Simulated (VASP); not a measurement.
Runs of VASP 6.6.1 on Al5Cl. The structure is that of space group F-43m (No. 216), or close to it. The cells are those of the table. 

| task | cell | k mesh | cutoff (eV) | gap on the mesh (eV) | pressure (GPa) | relaxed volume (Å³/atom) | largest force (eV/Å) |
| --- | --- | --- | --- | --- | --- | --- | --- |
| single point | a = 5.484 Å, angles 60.0°, 6 atoms | 8 × 8 × 8 | 520 | none | -0.1 | - | 0.01 |
| single point | a = 5.495 Å, angles 60.0°, 6 atoms | 4 × 4 × 4 | 520 | none | 0.0 | - | - |
| relaxation of cell and atoms | relaxed from a = 5.495 Å, angles 60.0°, 6 atoms | 8 × 8 × 8 | 600 | - | -0.1 | (a) | 0.01 |
| single point | a = 5.052 Å, angles 60.0°, 6 atoms | 4 × 4 × 4 | 520 | none | 22.1 | - | - |
| relaxation of cell and atoms | relaxed from a = 5.052 Å, angles 60.0°, 6 atoms | 4 × 4 × 4 | 600 | - | 0.1 | 19.49 | - |

Alike in all rows: level PBE; potentials or basis VASP PAW PBE potentials, release 64 (Al, Cl); no spin polarisation; smearing gaussian 0.1 eV.

**Question.** Estimate the missing entries.

**Answer.** (a) 19.43.

Caveats: some runs use coarse meshes; the bands computed are all filled at some k points, so no gap is given (some runs); the volume moved by over 15 % at a fixed basis, so the end points are rough (some runs).

A gap of «none» marks levels without a gap at the run's occupations.
